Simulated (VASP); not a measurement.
# Mg (Im-3m) in VASP: notebook

The runs below take Mg through single point, relaxation of cell and atoms, with BLYP.

All numbers are computed with VASP 6.6.1; they aren't measurements. Logs are shortened: lines on timing, memory, paths and dates and some standing lists are left out, and cuts for length are marked.

### 1 The cell of the first run

The structure is cubic, space group Im-3m (No. 229). The conventional cell has a = 3.609 Å, b = 3.609 Å, c = 3.609 Å, α = 90.00°, β = 90.00°, γ = 90.00°. Mg (site symmetry m-3m) has 14 Mg at 3.13 to 3.61 Å within 4.1 Å.

### 2 Single point, BLYP

INCAR reads:

```
SYSTEM = Mg
PREC = Accurate
ENCUT = 520
EDIFF = 1E-6
ISMEAR = -1
SIGMA = 0.1
LREAL = .False.
LASPH = .True.
NELM = 80
ALGO = Normal
ISIF = 2
LWAVE = .False.
LCHARG = .True.
GGA = B5
ALDAX = 1.0
AGGAX = 1.0
AGGAC = 1.0
ALDAC = 0.0
LELF = .True.
LVHAR = .True.
NBANDS = 7
```

KPOINTS reads:

```
regular mesh
0
Gamma
  14 14 14
  0 0 0
```

POSCAR reads:

```
Mg
1.0
   -1.8044316261      1.8044316261      1.8044316261
    1.8044316261     -1.8044316261      1.8044316261
    1.8044316261      1.8044316261     -1.8044316261
Mg
1
Direct
    0.0000000000      0.0000000000      0.0000000000
```

Potentials or basis: VASP PAW PBE potentials, release 64 (Mg).

The run is started by

```
cat potpaw_PBE.64/Mg/POTCAR > POTCAR
mpirun -np 1 vasp_std > vasp.out
```

OUTCAR:

```text
SYSTEM = Mg
   PREC = Accurate
   ENCUT = 520
   EDIFF = 1E-6
   ISMEAR = -1
   LREAL = .False.
   LASPH = .True.
   NELM = 80
   ISIF = 2
   GGA = B5

 ion  position               nearest neighbor table
   1  0.000  0.000  0.000-

  LATTYP: Found a body centered cubic cell.
 ALAT       =     3.6088632522

  Lattice vectors:

 A1 = (  -1.8044316261,   1.8044316261,   1.8044316261)
 A2 = (   1.8044316261,  -1.8044316261,   1.8044316261)
 A3 = (   1.8044316261,   1.8044316261,  -1.8044316261)

Analysis of symmetry for initial positions (statically):
=====================================================================
 Subroutine PRICEL returns:
 Original cell was already a primitive cell.

 Routine SETGRP: Setting up the symmetry group for a
 body centered cubic supercell.

 Subroutine GETGRP returns: Found 48 space group operations
 (whereof 48 operations were pure point group operations)
 out of a pool of 48 trial point group operations.

The static configuration has the point symmetry O_h .

Analysis of symmetry for dynamics (positions and initial velocities):
=====================================================================
 Subroutine PRICEL returns:
 Original cell was already a primitive cell.

 Routine SETGRP: Setting up the symmetry group for a
 body centered cubic supercell.

 Subroutine GETGRP returns: Found 48 space group operations
 (whereof 48 operations were pure point group operations)
 out of a pool of 48 trial point group operations.

The dynamic configuration has the point symmetry O_h .

 Subroutine INISYM returns: Found 48 space group operations
 (whereof 48 operations are pure point group operations),
 and found     1 'primitive' translations

----------------------------------------------------------------------------------------

                                     Primitive cell

  volume of cell :      23.5007

  direct lattice vectors                    reciprocal lattice vectors
    -1.804431626  1.804431626  1.804431626     0.000000000  0.277095564  0.277095564
     1.804431626 -1.804431626  1.804431626     0.277095564  0.000000000  0.277095564
     1.804431626  1.804431626 -1.804431626     0.277095564  0.277095564  0.000000000

  length of vectors
     3.125367255  3.125367255  3.125367255     0.391872305  0.391872305  0.391872305

  position of ions in fractional coordinates (direct lattice)
     0.000000000  0.000000000  0.000000000

[... 69 lines left out ...]
   ISPIN  =      1    spin polarized calculation?
   LNONCOLLINEAR =      F non collinear calculations
   LSORBIT =      F    spin-orbit coupling
   LASPH  =      T    aspherical Exc in radial PAW
   ENCUT  =  520.0 eV  38.22 Ry    6.18 a.u.   5.81  5.81  5.81*2*pi/ulx,y,z
   NELM   =     80;   NELMIN=  2; NELMDL= -5     # of ELM steps
   EDIFF  = 0.1E-05   stopping-criterion for ELM
   LREAL  =      F    real-space projection
   EDIFFG = 0.1E-04   stopping-criterion for IOM
   NSW    =      0    number of steps for IOM
   IBRION =     -1    ionic relax: 0-MD 1-quasi-New 2-CG
   NFREE  =      0    steps in history (QN), initial steepest desc. (CG)
   ISIF   =      2    stress and relaxation
   ISYM   =      2    0-nonsym 1-usesym 2-fastsym
   POTIM  = 0.5000    time-step for ionic-motion
   TEBEG  =    0.0;   TEEND  =   0.0 temperature during run
   PSTRESS=    0.0 pullay stress
   NELECT =       2.0000    total number of electrons
   NUPDOWN=      -1.0000    fix difference up-down
   EMIN   =  10.00;   EMAX   =-10.00  energy-range for DOS
   EFERMI =   0.00;   METHOD = LEGACY
   ISMEAR =    -1;   SIGMA  =   0.10  broadening in eV -4-tet -1-fermi 0-gaus
   EFERMI_NEDOS =   21; number of points for ismear=-14 and -15
   IALGO  =     38    algorithm
   IMIX   =      4    mixing-type and parameters
     AMIX     =   0.40;   BMIX     =  1.00
     AMIX_MAG =   1.60;   BMIX_MAG =  1.00
  volume/ion in A,a.u.               =      23.50       158.59
  Fermi-wavevector in a.u.,A,eV,Ry     =   0.720097  1.360786  7.055163  0.518540
  Thomas-Fermi vector in A             =   1.809462
   LORBIT       =      0    0 simple, 1 ext, 2 COOP (PROOUT), +10 PAW based schemes
   GGA     = B5    functional components
   LHFCALC =     F    Hartree Fock is set to
   AEXX    =    0.0000 exact exchange contribution
   IVDW    =     0    specifies the selected vdW correction
   LEPSILON=     F    determine dielectric tensor
   LRPA    =     F    only Hartree local field effects (RPA)
 non-spin polarized calculation
  energy-cutoff  :      520.00
  volume of cell :       23.50
 maximum number of plane-waves:       682
   NGX = 11   NGY = 11   NGZ = 11

 number of electron       2.0000000 magnetization

 Free energy of the ion-electron system (eV)
  ---------------------------------------------------
  ext. energy  EPLUGINS =         0.00000000
  ---------------------------------------------------
  free energy    TOTEN  =        -0.71919138 eV

  energy without entropy =       -0.70535099  energy(sigma->0) =       -0.71227118

 E-fermi :   2.9936     XC(G=0):  -7.9853

 val. band max:        2.9364530867   @ k =  -0.4286   0.5000   0.0714
 cond. band min:       3.0120909978   @ k =   0.3571   0.2143   0.0714
 fundamental gap:      0.0756379111
 Fermi energy:         2.9935867392

 k-point     1 :       0.0000    0.0000    0.0000
  band No.  band energies     occupation
      1      -3.8668      2.00000
      2      15.7381      0.00000
      3      15.7381      0.00000
      4      15.7381      0.00000
      5      17.4717      0.00000
      6      17.4717      0.00000
      7      17.4717      0.00000
[... 221 lines left out ...]
 k-point    24 :       0.3571    0.2857   -0.0000
  band No.  band energies     occupation
      1       2.8697      1.55064
      2       3.2998      0.08941
      3       4.8318      0.00000
      4      10.8904      0.00000
      5      16.8548      0.00000
      6      18.1003      0.00000
      7      18.6319      0.00000

 [... further k-points ...]
[... 5 lines left out ...]
  --------------------------------------------------------------------------------------
  -------------------------------------------------------------------------------------
  Total       -0.0073642     -0.0073642     -0.0073642      0.0000000      0.0000000      0.0000000
  in kB       -0.5020603     -0.5020603     -0.5020603      0.0000000      0.0000000      0.0000000
  external PRESSURE =      -0.5020603 kB  Pullay stress =       0.0000000 kB

 VOLUME and BASIS-vectors are now :
 -----------------------------------------------------------------------------
  energy-cutoff  :      520.00
  volume of cell :       23.50
      direct lattice vectors                 reciprocal lattice vectors
    -1.804431626  1.804431626  1.804431626     0.000000000  0.277095564  0.277095564
     1.804431626 -1.804431626  1.804431626     0.277095564  0.000000000  0.277095564
     1.804431626  1.804431626 -1.804431626     0.277095564  0.277095564  0.000000000

 POSITION                                       TOTAL-FORCE (eV/Angst)
 -----------------------------------------------------------------------------------
      0.00000      0.00000      0.00000        -0.000000      0.000000     -0.000000
 -----------------------------------------------------------------------------------
    total drift:                               -0.000000     -0.000000     -0.000000

  FREE ENERGIE OF THE ION-ELECTRON SYSTEM (eV)
  ---------------------------------------------------
  free  energy   TOTEN  =        -0.7191913769 eV

  energy  without entropy=       -0.7053509888  energy(sigma->0) =       -0.71227118
```

stdout:

```text
POSCAR found type information on POSCAR Mg
 POSCAR found :  1 types and       1 ions
 scaLAPACK will be used
 -----------------------------------------------------------------------------
|                                                                             |
|                                                                             |
|     You enforced a specific xc type in the INCAR file but a different       |
|     I HOPE YOU KNOW WHAT YOU ARE DOING!                                     |
|                                                                             |
 -----------------------------------------------------------------------------

 LDA part: xc-table for (Slater(with rela. corr.)+VWN5), standard interpolation
 POSCAR, INCAR and KPOINTS ok, starting setup
 FFT: planning ... GRIDC
 FFT: planning ... GRID_SOFT
 FFT: planning ... GRID
 WAVECAR not read
 entering main loop
```

Wall time 34 s (1 thread of AMD EPYC 7R13, shared host); peak memory 0.12 GiB.

Results:

- Free energy: -0.7192 eV
- Pressure: -0.1 GPa
- Band gap on the k mesh: zero (band 1 reaches 6.71 eV, above the bottom of band 2 at 2.00 eV)

Levels at points of the mesh, in eV from the Fermi level:
| k point | band 1 | band 2 | band 3 | band 4 | band 5 | band 6 |
| --- | --- | --- | --- | --- | --- | --- |
| (0.00, 0.00, 0.00) | -6.86 | 12.74 | 12.74 | 12.74 | 14.48 | 14.48 |
| (0.50, 0.00, 0.00) | -1.42 | -0.99 | 8.53 | 8.97 | 10.03 | 11.17 |
| (0.50, 0.50, 0.50) | 3.72 | 3.72 | 3.72 | 4.10 | 4.10 | 6.90 |

Caveat: the PAW data sets were made with another functional, which shifts forces and pressure a little.

### 3 Single point, BLYP (volume scaled by 1.08)

INCAR reads:

```
PREC = Accurate ; ENCUT = 520
EDIFF = 1E-6 ; ISMEAR = -1
SIGMA = 0.1 ; LREAL = False
LASPH = True ; NELM = 60
ALGO = Normal ; ISIF = 2
LWAVE = False ; LCHARG = False
GGA = B5 ; ALDAX = 1.0
AGGAX = 1.0 ; AGGAC = 1.0
ALDAC = 0.0 ; NBANDS = 7
```

KPOINTS reads:

```
Automatic mesh
0
Gamma
  14 14 14
```

POSCAR reads:

```
Mg
1.0
   -1.8513208068      1.8513208068      1.8513208068
    1.8513208068     -1.8513208068      1.8513208068
    1.8513208068      1.8513208068     -1.8513208068
Mg
1
Direct
    0.0000000000      0.0000000000      0.0000000000
```

Potentials or basis: VASP PAW PBE potentials, release 64 (Mg).

The run is started by

```
cat potpaw_PBE.64/Mg/POTCAR > POTCAR
mpirun -np 1 vasp_std > vasp.out
```

Wall time 35 s (1 thread of AMD EPYC 7R13, shared host); peak memory 0.12 GiB.

It converged, with:

- Free energy: -0.7066 eV
- Pressure: -2.0 GPa
- Band gap on the k mesh: zero (band 1 reaches 6.11 eV, above the bottom of band 2 at 1.59 eV)

Levels at points of the mesh, in eV from the Fermi level:
```
           k point  band 1  band 2  band 3  band 4  band 5
(0.00, 0.00, 0.00)   -6.53   12.25   12.25   12.25   13.50
(0.50, 0.00, 0.00)   -1.29   -1.01    8.28    8.41    9.55
(0.50, 0.50, 0.50)    3.51    3.51    3.51    4.11    4.11
```

Caveat: the cell differs from its parent crystal (volume scaled by 1.08); the PAW data sets were made with another functional, which shifts forces and pressure a little.

### 4 Single point, BLYP (volume scaled by 1.12)

INCAR reads:

```
PREC = Accurate
ENCUT = 520
EDIFF = 1E-6
ISMEAR = -1
SIGMA = 0.1
LREAL = F
LASPH = T
NELM = 80
ALGO = Normal
ISIF = 2
LWAVE = F
LCHARG = F
GGA = B5
ALDAX = 1.0
AGGAX = 1.0
AGGAC = 1.0
ALDAC = 0.0
NBANDS = 7
```

KPOINTS reads:

```
regular mesh
0
Gamma
  14 14 14
```

POSCAR reads:

```
Mg
1.0
   -1.8739001151      1.8739001151      1.8739001151
    1.8739001151     -1.8739001151      1.8739001151
    1.8739001151      1.8739001151     -1.8739001151
Mg
1
Direct
    0.0000000000      0.0000000000      0.0000000000
```

The run is started by

```
cat potpaw_PBE.64/Mg/POTCAR > POTCAR
mpirun -np 1 vasp_std > vasp.out
```

Wall time 35 s (1 thread of AMD EPYC 7R13, shared host); peak memory 0.11 GiB.

The run converged. Its results:

| Item | Value |
| --- | --- |
| Free energy | -0.6931 eV |
| Pressure | -2.6 GPa |
| Band gap on the k mesh | zero (band 1 reaches 5.84 eV, above the bottom of band 2 at 1.40 eV) |

Levels at points of the mesh, in eV from the Fermi level:
```csv
k point,band 1,band 2,band 3,band 4,band 5,band 6
"(0.00, 0.00, 0.00)",-6.38,12.02,12.02,12.02,13.06,13.06
"(0.50, 0.00, 0.00)",-1.23,-1.02,8.15,8.16,9.33,10.29
"(0.50, 0.50, 0.50)",3.42,3.42,3.42,4.11,4.11,5.78
```

Caveat: the cell differs from its parent crystal (volume scaled by 1.12); the PAW data sets were made with another functional, which shifts forces and pressure a little.

### 5 Relaxation of cell and atoms, BLYP

This run uses another cell than the first one, of 23.24 Å³/atom, 0.989 times its volume.

INCAR reads:

```
  PREC = Accurate
  ENCUT = 600
  EDIFF = 1E-6
  ISMEAR = -1
  SIGMA = 0.1
  LREAL = F
  LASPH = T
  NELM = 80
  ALGO = Normal
  ISIF = 3
  LWAVE = F
  LCHARG = F
  GGA = B5
  ALDAX = 1.0
  AGGAX = 1.0
  AGGAC = 1.0
  ALDAC = 0.0
  IBRION = 2
  NSW = 80
  EDIFFG = -0.01
```

KPOINTS reads:

```
regular mesh
0
Gamma
  12 12 12
```

POSCAR reads:

```
Mg
1.0
   -1.7976546712      1.7976546712      1.7976546712
    1.7976546712     -1.7976546712      1.7976546712
    1.7976546712      1.7976546712     -1.7976546712
Mg
1
Direct
    0.0000000000      0.0000000000      0.0000000000
```

The run is started by

```
cat potpaw_PBE.64/Mg/POTCAR > POTCAR
mpirun -np 1 vasp_std > vasp.out
```

Wall time 50 s (1 thread of AMD EPYC 7R13, shared host); peak memory 0.13 GiB.

The run converged. Its results:

```
Free energy                            : -0.7150 eV
Relaxed volume                         : 23.45 Å³/atom
Relaxed cell                           : a = 3.123 Å, b = 3.123 Å, c = 3.123 Å, α = 109.47°, β = 109.47°, γ = 109.47°
Space group after relaxing (to 0.05 Å) : Im-3m (No. 229)
Energy gained by relaxing              : 0.2 meV/atom
Ionic steps                            : 3
Pressure after relaxing                : 0.0 GPa
Band gap on the k mesh                 : zero (band 1 reaches 6.73 eV, above the bottom of band 2 at 2.01 eV)
```

The path:
| step | energy change (eV) | largest force (eV/Å) | pressure (GPa) | volume (Å³) |
| --- | --- | --- | --- | --- |
| 1 | 0.0000 | 0.0000 | 0.30 | 23.24 |
| 2 | -0.0002 | 0.0000 | 0.11 | 23.38 |
| 3 | -0.0002 | 0.0000 | 0.03 | 23.45 |

Final structure:
```yaml
crystal:
  lattice:
    - [-1.80302, 1.80302, 1.80302]
    - [1.80302, -1.80302, 1.80302]
    - [1.80302, 1.80302, -1.80302]
  atoms:
    - { symbol: Mg, position: [0.00000, 0.00000, 0.00000] }
```

Levels at points of the mesh, in eV from the Fermi level:
| k point | band 1 | band 2 | band 3 | band 4 | band 5 |
| --- | --- | --- | --- | --- | --- |
| (0.00, 0.00, 0.00) | -6.84 | 12.79 | 12.79 | 12.79 | 14.54 |
| (0.50, 0.00, 0.00) | -1.39 | -0.96 | 8.57 | 9.02 | 10.07 |
| (0.50, 0.50, 0.50) | 3.76 | 3.76 | 3.76 | 4.13 | 4.13 |

Caveat: the PAW data sets were made with another functional, which shifts forces and pressure a little.

### 6 Overview

```csv
task,cell,k mesh,cutoff (eV),gap on the mesh (eV),pressure (GPa)
single point,"a = 3.125 Å, angles 109.5°, 1 atom",14 × 14 × 14,520,none,-0.1
single point,"a = 3.207 Å, angles 109.5°, 1 atom",14 × 14 × 14,520,none,-2.0
single point,"a = 3.246 Å, angles 109.5°, 1 atom",14 × 14 × 14,520,none,-2.6
relaxation of cell and atoms,"relaxed from a = 3.114 Å, angles 109.5°, 1 atom",12 × 12 × 12,600,none,0.0
```

Alike in all rows: level BLYP; potentials or basis VASP PAW PBE potentials, release 64 (Mg); no spin polarisation; smearing fermi-dirac 0.1 eV.

Caveats: the PAW data sets were made with another functional, which shifts forces and pressure a little.

Absolute energies hang on the potentials; compare differences alone.
